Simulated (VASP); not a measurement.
# Sn in VASP: a series of runs

Sn is run at these levels: PBEsol; tasks: single point, relaxation of shape and atoms at fixed volume.

Everything below comes from runs of VASP 6.6.1. Logs are shortened: lines on timing, memory, paths and dates and some standing lists are left out, and cuts for length are marked.

### 1 The cell of the first run

Symmetry: Immm, No. 71, orthorhombic system. Conventional cell: a = 3.687 Å, b = 3.767 Å, c = 4.697 Å, α = 90.00°, β = 90.00°, γ = 90.00°. Sn (site symmetry mmm) has 12 Sn at 3.53 to 3.77 Å within 4.6 Å.

### 2 Single point, PBEsol (strained)

INCAR

```
SYSTEM = Sn
ALGO = Fast ; EDIFF = 1E-6
ENCUT = 520 ; GGA = PS
ISIF = 2 ; ISMEAR = 0
LASPH = .True. ; LCHARG = .False.
LREAL = .False. ; LWAVE = .False.
NBANDS = 13 ; NELM = 80
PREC = Accurate ; SIGMA = 0.1
```

KPOINTS

```
k-points
0
Gamma
  16 16 16
  0 0 0
```

POSCAR

```
Sn
1.0
   -1.8437364673      1.8834292357      2.3484436374
    1.8437364673     -1.8834292357      2.3484436374
    1.8437364673      1.8834292357     -2.3484436374
Sn
1
Direct
    0.0000000000      0.0000000000      0.0000000000
```

Potentials or basis: VASP PAW PBE potentials, release 64 (Sn_d).

Command:

```console
$ cat potpaw_PBE.64/Sn_d/POTCAR > POTCAR
$ mpirun -np 1 vasp_std > vasp.out
```

OUTCAR:

```text
SYSTEM = Sn
   EDIFF = 1E-6
   ENCUT = 520
   GGA = PS
   ISIF = 2
   ISMEAR = 0
   LASPH = .True.
   LREAL = .False.
   NELM = 80
   PREC = Accurate

 ion  position               nearest neighbor table
   1  0.000  0.000  0.000-

  LATTYP: Found a body centered orthorhombic cell.
 ALAT       =     3.6874729346
 B/A-ratio  =     1.0215284392
 C/A-ratio  =     1.2737414913

  Lattice vectors:

 A1 = (  -1.8437364673,   1.8834292357,   2.3484436374)
 A2 = (   1.8437364673,  -1.8834292357,   2.3484436374)
 A3 = (   1.8437364673,   1.8834292357,  -2.3484436374)

Analysis of symmetry for initial positions (statically):
=====================================================================
 Subroutine PRICEL returns:
 Original cell was already a primitive cell.

 Routine SETGRP: Setting up the symmetry group for a
 body centered orthorhombic supercell.

 Subroutine GETGRP returns: Found  8 space group operations
 (whereof  8 operations were pure point group operations)
 out of a pool of  8 trial point group operations.

The static configuration has the point symmetry D_2h.

Analysis of symmetry for dynamics (positions and initial velocities):
=====================================================================
 Subroutine PRICEL returns:
 Original cell was already a primitive cell.

 Routine SETGRP: Setting up the symmetry group for a
 body centered orthorhombic supercell.

 Subroutine GETGRP returns: Found  8 space group operations
 (whereof  8 operations were pure point group operations)
 out of a pool of  8 trial point group operations.

The dynamic configuration has the point symmetry D_2h.

 Subroutine INISYM returns: Found  8 space group operations
 (whereof  8 operations are pure point group operations),
 and found     1 'primitive' translations

----------------------------------------------------------------------------------------

                                     Primitive cell

  volume of cell :      32.6203

  direct lattice vectors                    reciprocal lattice vectors
    -1.843736467  1.883429236  2.348443637     0.000000000  0.265473207  0.212906962
     1.843736467 -1.883429236  2.348443637     0.271188431  0.000000000  0.212906962
     1.843736467  1.883429236 -2.348443637     0.271188431  0.265473207  0.000000000

  length of vectors
     3.530135601  3.530135601  3.530135601     0.340301922  0.344778972  0.379498602
[... 85 lines left out ...]
   ISIF   =      2    stress and relaxation
   ISYM   =      2    0-nonsym 1-usesym 2-fastsym
   POTIM  = 0.5000    time-step for ionic-motion
   TEBEG  =    0.0;   TEEND  =   0.0 temperature during run
   PSTRESS=    0.0 pullay stress
   NELECT =      14.0000    total number of electrons
   NUPDOWN=      -1.0000    fix difference up-down
   EMIN   =  10.00;   EMAX   =-10.00  energy-range for DOS
   EFERMI =   0.00;   METHOD = LEGACY
   ISMEAR =     0;   SIGMA  =   0.10  broadening in eV -4-tet -1-fermi 0-gaus
   EFERMI_NEDOS =   21; number of points for ismear=-14 and -15
   IALGO  =     68    algorithm
   IMIX   =      4    mixing-type and parameters
     AMIX     =   0.40;   BMIX     =  1.00
     AMIX_MAG =   1.60;   BMIX_MAG =  1.00
  volume/ion in A,a.u.               =      32.62       220.13
  Fermi-wavevector in a.u.,A,eV,Ry     =   1.234870  2.333567 20.747594  1.524905
  Thomas-Fermi vector in A             =   2.369543
   LORBIT       =      0    0 simple, 1 ext, 2 COOP (PROOUT), +10 PAW based schemes
   GGA     = PS    functional components
   LHFCALC =     F    Hartree Fock is set to
   AEXX    =    0.0000 exact exchange contribution
   IVDW    =     0    specifies the selected vdW correction
   LEPSILON=     F    determine dielectric tensor
   LRPA    =     F    only Hartree local field effects (RPA)
 non-spin polarized calculation
 RMM-DIIS sequential band-by-band and
 Gauss-broadening in eV      SIGMA  =   0.10
  energy-cutoff  :      520.00
  volume of cell :       32.62
 maximum number of plane-waves:       893
   NGX = 13   NGY = 13   NGZ = 13

 number of electron      13.9999999 magnetization

 Free energy of the ion-electron system (eV)
  ---------------------------------------------------
  ext. energy  EPLUGINS =         0.00000000
  ---------------------------------------------------
  free energy    TOTEN  =        -4.06880338 eV

  energy without entropy =       -4.06544262  energy(sigma->0) =       -4.06712300

 E-fermi :   5.9591     XC(G=0):  -9.6756

 val. band max:        5.9591134517   @ k =   0.4375   0.2500   0.0000
 cond. band min:       5.9591975143   @ k =  -0.3750   0.5000   0.0625
 fundamental gap:      0.0000840625
 Fermi energy:         5.9591347366

 k-point     1 :       0.0000    0.0000    0.0000
  band No.  band energies     occupation
      1     -15.4762      2.00000
      2     -15.4689      2.00000
      3     -15.4443      2.00000
      4     -15.4380      2.00000
      5     -15.3984      2.00000
      6      -3.9900      2.00000
      7      12.1309      0.00000
      8      12.1374      0.00000
      9      12.4356      0.00000
     10      16.4649      0.00000
     11      16.4749      0.00000
     12      16.9181      0.00000
     13      17.0945      0.00000
[... 354 lines left out ...]
  band No.  band energies     occupation
      1     -15.4750      2.00000
      2     -15.4616      2.00000
      3     -15.4426      2.00000
      4     -15.4346      2.00000
      5     -15.3991      2.00000
      6      -3.7558      2.00000
      7      10.5274      0.00000
      8      11.6016      0.00000
      9      11.9266      0.00000
     10      15.2350      0.00000
     11      16.8267      0.00000
     12      17.4609      0.00000
     13      17.6961      0.00000

 [... further k-points ...]

------------------------ aborting loop because EDIFF is reached ----------------------------------------

  FORCE on cell =-STRESS in cart. coord.  units (eV):
  Direction    XX          YY          ZZ          XY          YZ          ZX
  --------------------------------------------------------------------------------------
  -------------------------------------------------------------------------------------
  Total       -1.4504441     -1.5257775     -1.4223324      0.0000000      0.0000000      0.0000000
  in kB      -71.2399002    -74.9399680    -69.8591647      0.0000000      0.0000000      0.0000000
  external PRESSURE =     -72.0130110 kB  Pullay stress =       0.0000000 kB

 VOLUME and BASIS-vectors are now :
 -----------------------------------------------------------------------------
  energy-cutoff  :      520.00
  volume of cell :       32.62
      direct lattice vectors                 reciprocal lattice vectors
    -1.843736467  1.883429236  2.348443637     0.000000000  0.265473207  0.212906962
     1.843736467 -1.883429236  2.348443637     0.271188431  0.000000000  0.212906962
     1.843736467  1.883429236 -2.348443637     0.271188431  0.265473207  0.000000000

 POSITION                                       TOTAL-FORCE (eV/Angst)
 -----------------------------------------------------------------------------------
      0.00000      0.00000      0.00000         0.000000      0.000000     -0.000000
 -----------------------------------------------------------------------------------
    total drift:                               -0.000000     -0.000000     -0.000000

  FREE ENERGIE OF THE ION-ELECTRON SYSTEM (eV)
  ---------------------------------------------------
  free  energy   TOTEN  =        -4.0688033790 eV

  energy  without entropy=       -4.0654426169  energy(sigma->0) =       -4.06712300
```

stdout:

```text
POSCAR found type information on POSCAR Sn
 POSCAR found :  1 types and       1 ions
 scaLAPACK will be used
 -----------------------------------------------------------------------------
|                                                                             |
|                                                                             |
|     You enforced a specific xc type in the INCAR file but a different       |
|     I HOPE YOU KNOW WHAT YOU ARE DOING!                                     |
|                                                                             |
 -----------------------------------------------------------------------------

 LDA part: xc-table for (Slater+PW92), standard interpolation
 POSCAR, INCAR and KPOINTS ok, starting setup
 FFT: planning ... GRIDC
 FFT: planning ... GRID_SOFT
 FFT: planning ... GRID
 WAVECAR not read
 entering main loop
WARNING in EDDRMM: call to ZHEGV failed, returncode =   6  3     10
WARNING in EDDRMM: call to ZHEGV failed, returncode =   8  4     13
WARNING in EDDRMM: call to ZHEGV failed, returncode =   8  4     13
WARNING in EDDRMM: call to ZHEGV failed, returncode =   8  4     13
WARNING in EDDRMM: call to ZHEGV failed, returncode =   6  3     10
WARNING in EDDRMM: call to ZHEGV failed, returncode =   6  3     11
WARNING in EDDRMM: call to ZHEGV failed, returncode =   6  3     11
```

It took 1.9 min on 1 thread of Intel Xeon 6975P-C (Granite Rapids), shared host; peak memory 0.35 GiB.

Results:

```
Free energy            : -4.0688 eV
Pressure               : -7.2 GPa
Band gap on the k mesh : zero (band 7 reaches 12.13 eV, above the bottom of band 8 at 4.19 eV)
```

Stress tensor (GPa, compression positive):
```
-7.12  0.00  0.00
 0.00 -7.49  0.00
 0.00  0.00 -6.99
```

Caveat: the cell differs from its parent crystal (strained); the PAW data sets were made with another functional, which shifts forces and pressure a little; spin-orbit coupling is left out, which moves the levels of the heavy elements.

### 3 Relaxation of shape and atoms at fixed volume, PBEsol (volume scaled by 0.97)

INCAR

```
SYSTEM = Sn
PREC     = Accurate       ! precision mode
ENCUT    = 600            ! plane-wave cutoff, eV
EDIFF    = 1E-7           ! SCF threshold, eV
ISMEAR   = 0              ! smearing method
SIGMA    = 0.1            ! smearing width, eV
LREAL    = .False.        ! projectors in reciprocal space
LASPH    = .True.         ! aspherical terms in the spheres
NELM     = 100            ! most SCF steps
ALGO     = Fast           ! electronic algorithm
ISIF     = 4              ! what is computed and relaxed
LWAVE    = .False.        ! write WAVECAR
LCHARG   = .False.        ! write CHGCAR
GGA      = PS             ! functional
IBRION   = 2              ! ionic algorithm
NSW      = 50             ! ionic steps
EDIFFG   = -0.01          ! ionic threshold
```

KPOINTS

```
regular mesh
0
Gamma
  16 16 16
  0 0 0
```

POSCAR

```
Sn
1.0
   -1.7342709249      1.7344613174      2.1286308467
    1.7342709249     -1.7344613174      2.1286308467
    1.7342709249      1.7344613174     -2.1286308467
Sn
1
Direct
    0.0000000000      0.0000000000      0.0000000000
```

Potentials or basis: VASP PAW PBE potentials, release 64 (Sn_d).

Command:

```console
$ cat potpaw_PBE.64/Sn_d/POTCAR > POTCAR
$ mpirun -np 1 vasp_std > vasp.out
```

Wall time 15 min (1 thread of Oxide Virtual Turin-like, shared host); peak memory 0.3 GiB.

It converged, with:

* Free energy: -4.2348 eV
* Energy gained by relaxing: 0.2 meV/atom
* Ionic steps: 4
* Pressure after relaxing: 1.7 GPa
* Band gap on the k mesh: zero (band 7 reaches 16.77 eV, above the bottom of band 8 at 6.25 eV)

Stress tensor (GPa, compression positive):
```
1.75 0.00 0.00
0.00 1.78 0.00
0.00 0.00 1.69
```

Step by step:
```
step  energy change (eV)  largest force (eV/Å)  pressure (GPa)  volume (Å³)
   1              0.0000                0.0000            1.84        25.61
   2              0.0000                0.0000            1.77        25.61
   3             -0.0001                0.0000            1.77        25.61
   4             -0.0002                0.0000            1.74        25.61
```

Final structure:
```
CELL_PARAMETERS angstrom
-1.74257 1.74181 2.10955
1.74257 -1.74181 2.10955
1.74257 1.74181 -2.10955
ATOMIC_POSITIONS crystal
Sn 0.00000 0.00000 0.00000
```

Levels at points of the mesh, in eV from the Fermi level:
```csv
k point,band 5,band 6,band 7,band 8,band 9,band 10
"(0.00, 0.00, 0.00)",-21.32,-11.57,8.08,8.40,8.41,11.00
"(0.50, 0.00, 0.00)",-21.25,-6.81,-4.90,4.88,6.59,9.53
"(0.00, 0.50, 0.00)",-21.25,-6.81,-4.90,4.89,6.60,9.54
"(0.50, 0.50, 0.00)",-21.22,-5.60,-4.32,2.56,3.53,6.58
"(0.50, 0.50, 0.50)",-21.24,-3.21,-2.68,0.82,0.83,4.19
```

Caveat: the cell differs from its parent crystal (volume scaled by 0.97); the PAW data sets were made with another functional, which shifts forces and pressure a little; spin-orbit coupling is left out, which moves the levels of the heavy elements.
